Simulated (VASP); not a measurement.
## PbSe: single point with LDA

PbSe:

```xyz
4
Lattice="0.0000 12.0008 3.1254 3.1181 0.0000 3.1254 3.1181 12.0008 0.0000" Properties=species:S:1:pos:R:3 pbc="T T T"
Pb    3.1181    4.6258    3.1129
Pb    3.1181   19.3758    3.1129
Se    3.1181   16.5472    3.0317
Se    3.1181    7.4544    3.0317
```

```
Program             : VASP 6.6.1
Task                : single point
Functional          : LDA
Potentials or basis : VASP PAW LDA potentials, release 64 (Pb_d, Se)
Cutoff              : 520 eV
k mesh              : 2 × 2 × 2
Occupations         : gaussian, width 0.01 eV
Spin                : no spin polarisation
```

```json
{
 "Pressure": "-1.1 GPa",
 "Largest force": "1.149 eV/Å",
 "Band gap on the k mesh": "1.54 eV, direct"
}
```

Forces in eV/Å, atoms in the order of the input:
```
Pb   0.000  0.783  0.227
Pb   0.000 -0.783  0.227
Se   0.000  1.126 -0.227
Se   0.000 -1.126 -0.227
```

Stress tensor (GPa, compression positive):
```
 0.24  0.00  0.00
 0.00 -3.74  0.00
 0.00  0.00  0.23
```

Levels at points of the mesh, in eV from the valence-band top:
```csv
k point,band 18,band 19,band 20,band 21,band 22,band 23
"(0.00, 0.00, 0.00)",-1.20,-1.19,-0.32,2.15,4.16,4.55
"(0.50, 0.00, 0.00)",-0.74,0.00,0.00,1.54,1.54,2.47
"(0.50, 0.50, 0.00)",-2.60,-1.23,-1.22,3.66,3.69,5.14
"(0.50, 0.00, 0.50)",-1.20,-1.19,-0.32,2.07,4.55,4.73
"(0.00, 0.50, 0.50)",-2.60,-1.23,-1.22,3.67,3.68,5.13
```

It took 65 s on 1 thread of AMD EPYC 9R45 96-Core Processor (Zen 5) (shared host), peak memory 0.43 GiB.

Caveat: the k points lie up to 0.72 Å⁻¹ apart; spin-orbit coupling is left out, which moves the levels of the heavy elements; forces of over 1 eV/Å act on the atoms, so gaps and moduli don't describe the material at rest. A k mesh can miss the band edges.
